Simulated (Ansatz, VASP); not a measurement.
## Bi2Se3: VASP beside Ansatz

```
Bi Se
1.0
     2.11293    1.21990    9.54533
    -2.11293    1.21990    9.54533
     0.00000   -2.43980    9.54533
Bi Se
2 3
Cartesian
  0.0000 0.0000 11.4773
  0.0000 0.0000 17.1587
  0.0000 0.0000 0.0000
  0.0000 0.0000 6.0622
  0.0000 0.0000 22.5738
```

Change from the starting cell: equal xx and yy strain of +2 %.

Alike in both runs: task single point; functional PBEsol; k mesh 6 × 6 × 6; occupations fermi-dirac, width 0.03 eV; no spin polarisation.

|  | VASP | Ansatz |
| --- | --- | --- |
| version | VASP 6.6.1 | Ansatz 0.2.0 |
| potentials or method | VASP PAW PBE potentials, release 64 (Bi_d, Se), cutoff 520 eV | all-electron LAPW, scalar-relativistic |

Ansatz gave:

* pressure (GPa): -2.6
* traceless stress, the component that is largest in VASP (GPa): 0.57
* rms of the force components (eV/Å): 0.062

Question: What did VASP give for the same quantities?

Answer: Pressure (GPa): -2.6; traceless stress, the component that is largest in VASP (GPa): 0.57; rms of the force components (eV/Å): 0.058.

VASP's potentials were made for PBE, not for PBEsol. Atom by atom the forces differ by 0.006 eV/Å (rms over components). Ansatz ran all-electron here, and VASP with PAW potentials.

Neither program's run includes spin-orbit coupling.
